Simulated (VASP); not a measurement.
Here is a VASP 6.6.1 calculation.

The input INCAR:

```
SYSTEM = CsCdCl3
  PREC = Accurate
  ENCUT = 520
  EDIFF = 1E-7
  ISMEAR = 0
  SIGMA = 0.05
  LREAL = .False.
  LASPH = .True.
  NELM = 60
  ALGO = Normal
  ISIF = 2
  LWAVE = .False.
  LCHARG = .False.
  NBANDS = 29
```

Contents of KPOINTS:

```
regular mesh
0
Gamma
  6 6 6
  0 0 0
```

File POSCAR:

```
CsCdCl3
1.0
    5.2780000000      0.0000000000      0.0000000000
    0.0000000000      5.2780000000      0.0000000000
    0.0000000000      0.0000000000      5.2000000000
Cs Cd Cl
1 1 3
Direct
    0.0000000000      0.0000000000      0.0000000000
    0.5000000000      0.5000000000      0.5000000000
    0.0000000000      0.5000000000      0.5000000000
    0.5000000000      0.0000000000      0.5000000000
    0.5000000000      0.5000000000      0.0000000000
```

Potentials or basis: VASP PAW LDA potentials, release 64 (Cs_sv, Cd, Cl).

Command:

```console
$ cat potpaw_LDA.64/Cs_sv/POTCAR potpaw_LDA.64/Cd/POTCAR potpaw_LDA.64/Cl/POTCAR > POTCAR
$ mpirun -np 1 vasp_std > vasp.out
```

(1) What does it give for the band gap on the k mesh?

(2) Predict the pressure.

Results:

(1) 1.46 eV (least direct gap 1.99 eV).

(2) -2.6 GPa.

Caveat: the cell differs from its parent crystal (strain +0.015 along x and y, +0.000 along z); spin-orbit coupling is left out, which moves the levels of the heavy elements.
